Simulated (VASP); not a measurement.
# Al3Ga3N2 in VASP: single point with PBE

Aim: the single point of Al3Ga3N2 with PBE.

Program: VASP 6.6.1. These are calculated values, not measurements. Logs are shortened: lines on timing, memory, paths and dates and some standing lists are left out, and cuts for length are marked.

### Step 1. The cell of the first run

The typed cell holds 8 atoms: a = 6.199 Å, b = 6.199 Å, c = 5.614 Å, α = 90.00°, β = 90.00°, γ = 120.00°.

The cell was generated, and may not be a known phase.

### Step 2. Single point, PBE

INCAR

```
  PREC = Accurate
  ENCUT = 520
  EDIFF = 1E-7
  ISMEAR = 0
  SIGMA = 0.2
  LREAL = F
  LASPH = T
  NELM = 60
  ALGO = Normal
  ISIF = 2
  LWAVE = F
  LCHARG = F
  GGA = PE
  NBANDS = 39
```

KPOINTS

```
regular mesh
0
Gamma
  4 4 3
```

POSCAR

```
Al3Ga3N2
1.0
    6.1993138617      0.0000000000      0.0000000000
   -3.0996569308      5.3687632902      0.0000000000
    0.0000000000      0.0000000000      5.6143225150
Al Ga N
3 3 2
Direct
    0.1666820201      0.8333179799      0.5000000000
    0.1666820201      0.3333640402      0.5000000000
    0.6666359598      0.8333179799      0.5000000000
    0.1666803355      0.8333196645      0.0000000000
    0.1666803355      0.3333606710      0.0000000000
    0.6666393290      0.8333196645      0.0000000000
    0.0000000000      0.0000000000      0.5000000000
    0.3333333333      0.6666666667      0.5000000000
```

Potentials or basis: VASP PAW PBE potentials, release 64 (Al, Ga_d, N).

Launch:

```
$ cat potpaw_PBE.64/Al/POTCAR potpaw_PBE.64/Ga_d/POTCAR potpaw_PBE.64/N/POTCAR > POTCAR
$ mpirun -np 1 vasp_std > vasp.out
```

OUTCAR:

```text
PREC = Accurate
   ENCUT = 520
   EDIFF = 1E-7
   ISMEAR = 0
   LREAL = F
   LASPH = T
   NELM = 60
   ISIF = 2
   GGA = PE

 ion  position               nearest neighbor table
   1  0.167  0.833  0.500-   8 1.79   7 1.79   4 2.81   4 2.81   2 3.10   3 3.10   2 3.10   3 3.10

   2  0.167  0.333  0.500-   8 1.79   7 1.79   5 2.81   5 2.81   1 3.10   3 3.10   1 3.10   3 3.10

   3  0.667  0.833  0.500-   8 1.79   7 1.79   6 2.81   6 2.81   2 3.10   1 3.10   2 3.10   1 3.10

   4  0.167  0.833  0.000-   1 2.81   1 2.81
   5  0.167  0.333  0.000-   2 2.81   2 2.81
   6  0.667  0.833  0.000-   3 2.81   3 2.81
   7  0.000  0.000  0.500-   2 1.79   1 1.79   3 1.79
   8  0.333  0.667  0.500-   1 1.79   2 1.79   3 1.79

  LATTYP: Found a hexagonal cell.
 ALAT       =     6.1993138617
 C/A-ratio  =     0.9056361140

  Lattice vectors:

 A1 = (   6.1993138617,   0.0000000000,   0.0000000000)
 A2 = (  -3.0996569308,   5.3687632902,   0.0000000000)
 A3 = (   0.0000000000,   0.0000000000,   5.6143225150)

Analysis of symmetry for initial positions (statically):
=====================================================================
 Subroutine PRICEL returns:
 Original cell was already a primitive cell.

 Routine SETGRP: Setting up the symmetry group for a
 hexagonal supercell.

 Subroutine GETGRP returns: Found 12 space group operations
 (whereof 12 operations were pure point group operations)
 out of a pool of 24 trial point group operations.

The static configuration has the point symmetry D_3h.

Analysis of symmetry for dynamics (positions and initial velocities):
=====================================================================
 Subroutine PRICEL returns:
 Original cell was already a primitive cell.

 Routine SETGRP: Setting up the symmetry group for a
 hexagonal supercell.

 Subroutine GETGRP returns: Found 12 space group operations
 (whereof 12 operations were pure point group operations)
 out of a pool of 24 trial point group operations.

The dynamic configuration has the point symmetry D_3h.

 Subroutine INISYM returns: Found 12 space group operations
 (whereof 12 operations are pure point group operations),
 and found     1 'primitive' translations

----------------------------------------------------------------------------------------

                                     Primitive cell

  volume of cell :     186.8595

[... 89 lines left out ...]
   ISIF   =      2    stress and relaxation
   ISYM   =      2    0-nonsym 1-usesym 2-fastsym
   POTIM  = 0.5000    time-step for ionic-motion
   TEBEG  =    0.0;   TEEND  =   0.0 temperature during run
   PSTRESS=    0.0 pullay stress
   NELECT =      58.0000    total number of electrons
   NUPDOWN=      -1.0000    fix difference up-down
   EMIN   =  10.00;   EMAX   =-10.00  energy-range for DOS
   EFERMI =   0.00;   METHOD = LEGACY
   ISMEAR =     0;   SIGMA  =   0.20  broadening in eV -4-tet -1-fermi 0-gaus
   EFERMI_NEDOS =   21; number of points for ismear=-14 and -15
   IALGO  =     38    algorithm
   IMIX   =      4    mixing-type and parameters
     AMIX     =   0.40;   BMIX     =  1.00
     AMIX_MAG =   1.60;   BMIX_MAG =  1.00
  volume/ion in A,a.u.               =      23.36       157.62
  Fermi-wavevector in a.u.,A,eV,Ry     =   1.108441  2.094649 16.716669  1.228641
  Thomas-Fermi vector in A             =   2.244968
   LORBIT       =      0    0 simple, 1 ext, 2 COOP (PROOUT), +10 PAW based schemes
   GGA     = PE    functional components
   LHFCALC =     F    Hartree Fock is set to
   AEXX    =    0.0000 exact exchange contribution
   IVDW    =     0    specifies the selected vdW correction
   LEPSILON=     F    determine dielectric tensor
   LRPA    =     F    only Hartree local field effects (RPA)
 non-spin polarized calculation
 Gauss-broadening in eV      SIGMA  =   0.20
  energy-cutoff  :      520.00
  volume of cell :      186.86
 maximum number of plane-waves:      5073
 NGX is ok and might be reduce to    48
   NGX = 23   NGY = 23   NGZ = 21

 number of electron      58.0000020 magnetization

 Free energy of the ion-electron system (eV)
  ---------------------------------------------------
  ext. energy  EPLUGINS =         0.00000000
  ---------------------------------------------------
  free energy    TOTEN  =       -33.96923260 eV

  energy without entropy =      -33.87510736  energy(sigma->0) =      -33.92216998

 E-fermi :   2.9752     XC(G=0):  -8.5059

 val. band max:        2.9350111515   @ k =   0.2500  -0.0000   0.0000
 cond. band min:       3.0136220802   @ k =   0.2500  -0.0000   0.0000
 fundamental gap:      0.0786109287
 Fermi energy:         2.9752203227

 k-point     1 :       0.0000    0.0000    0.0000
  band No.  band energies     occupation
      1     -13.1394      2.00000
      2     -12.4350      2.00000
      3     -11.9482      2.00000
      4     -11.9264      2.00000
      5     -11.9264      2.00000
      6     -11.8761      2.00000
[... 325 lines left out ...]
     38       7.1105      0.00000
     39       7.3789      0.00000

------------------------ aborting loop because EDIFF is reached ----------------------------------------

  FORCE on cell =-STRESS in cart. coord.  units (eV):
  Direction    XX          YY          ZZ          XY          YZ          ZX
  --------------------------------------------------------------------------------------
  -------------------------------------------------------------------------------------
  Total        0.8197739      0.8197739      0.0683263      0.0000000     -0.0000000      0.0000000
  in kB        7.0289338      7.0289338      0.5858461      0.0000000     -0.0000000      0.0000000
  external PRESSURE =       4.8812379 kB  Pullay stress =       0.0000000 kB

 VOLUME and BASIS-vectors are now :
 -----------------------------------------------------------------------------
  energy-cutoff  :      520.00
  volume of cell :      186.86
      direct lattice vectors                 reciprocal lattice vectors
     6.199313862  0.000000000  0.000000000     0.161308174  0.093131318  0.000000000
    -3.099656931  5.368763290  0.000000000     0.000000000  0.186262636  0.000000000
     0.000000000  0.000000000  5.614322515     0.000000000  0.000000000  0.178115881

 POSITION                                       TOTAL-FORCE (eV/Angst)
 -----------------------------------------------------------------------------------
     -1.54969      4.47389      2.80716        -0.005923      0.003420      0.000000
      0.00000      1.78975      2.80716        -0.000000     -0.006840      0.000000
      1.54969      4.47389      2.80716         0.005923      0.003420      0.000000
     -1.54970      4.47390      0.00000        -0.000412      0.000238     -0.000000
      0.00000      1.78973      0.00000        -0.000000     -0.000476      0.000000
      1.54970      4.47390      0.00000         0.000412      0.000238     -0.000000
      0.00000      0.00000      2.80716         0.000000     -0.000000      0.000000
     -0.00000      3.57918      2.80716         0.000000      0.000000      0.000000
 -----------------------------------------------------------------------------------
    total drift:                                0.000000     -0.000000      0.000000

  FREE ENERGIE OF THE ION-ELECTRON SYSTEM (eV)
  ---------------------------------------------------
  free  energy   TOTEN  =       -33.9692326014 eV

  energy  without entropy=      -33.8751073560  energy(sigma->0) =      -33.92216998
```

It took 44 s on 1 thread of Intel Xeon 6975P-C (Granite Rapids), shared host; peak memory 0.31 GiB.

Results:

- Free energy: -33.9692 eV
- Pressure: 0.5 GPa
- Largest force: 0.007 eV/Å
- Band gap on the k mesh: zero (bands 29 and 30 overlap by 0.66 eV)

Forces on the atoms (eV/Å):
```
Al  -0.006  0.003  0.000
Al   0.000 -0.007  0.000
Al   0.006  0.003  0.000
Ga   0.000  0.000  0.000
Ga   0.000  0.000  0.000
Ga   0.000  0.000  0.000
N    0.000  0.000  0.000
N    0.000  0.000  0.000
```

Caveat: the k points lie up to 0.37 Å⁻¹ apart, too coarse for converged energies and pressures of a metal; semilocal functionals underestimate gaps, and a narrow one can read as zero.

The gap in the log of VASP goes by the Fermi energy; the results here count the filled bands.